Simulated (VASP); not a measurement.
**WSe2: single point with PBE+D3(BJ)**

WSe2, a slab with vacuum:

```
Se W
1.0
     3.28552    0.00000    0.00000
    -1.64276    2.84534    0.00000
     0.00000    0.00000   46.07753
Se W
4 2
Direct
  0.33333 0.66667 0.39395
  0.33333 0.66667 0.46701
  0.66667 0.33333 0.53301
  0.66667 0.33333 0.60605
  0.66667 0.33333 0.43049
  0.00000 0.00000 0.56949
```

```
Program             : VASP 6.6.1
Task                : single point
Functional          : PBE
Dispersion          : D3(BJ)
Potentials or basis : VASP PAW PBE potentials, release 64 (Se, W_sv)
Cutoff              : 520 eV
k mesh              : 12 × 12 × 1
Occupations         : gaussian, width 0.02 eV
Spin                : no spin polarisation
```

```json
{
 "Largest force": "0.051 eV/Å",
 "Band gap on the k mesh": "1.31 eV (least direct gap 1.59 eV)",
 "Dispersion energy per atom": "-0.402 eV",
 "Ionisation potential of the upper face": "4.94 eV"
}
```

Forces in eV/Å, atoms in the order of the input:
```
Se   0.000  0.000 -0.047
Se   0.000  0.000  0.050
Se   0.000  0.000 -0.051
Se   0.000  0.000  0.047
W    0.000  0.000  0.002
W    0.000  0.000  0.000
```

Levels at points of the mesh, in eV from the valence-band top:
| k point | band 23 | band 24 | band 25 | band 26 | band 27 | band 28 | band 29 | band 30 |
| --- | --- | --- | --- | --- | --- | --- | --- | --- |
| (0.00, 0.00, 0.00) | -1.31 | -1.31 | -0.75 | 0.00 | 2.75 | 2.75 | 2.84 | 2.84 |
| (0.50, 0.00, 0.00) | -1.25 | -1.14 | -1.13 | -0.97 | 2.28 | 2.34 | 2.54 | 2.71 |

Wall time 14 min on 1 thread of Intel Xeon 8259CL (shared host), peak memory 0.59 GiB.

Caveat: spin-orbit coupling is left out, which moves the levels of the heavy elements.
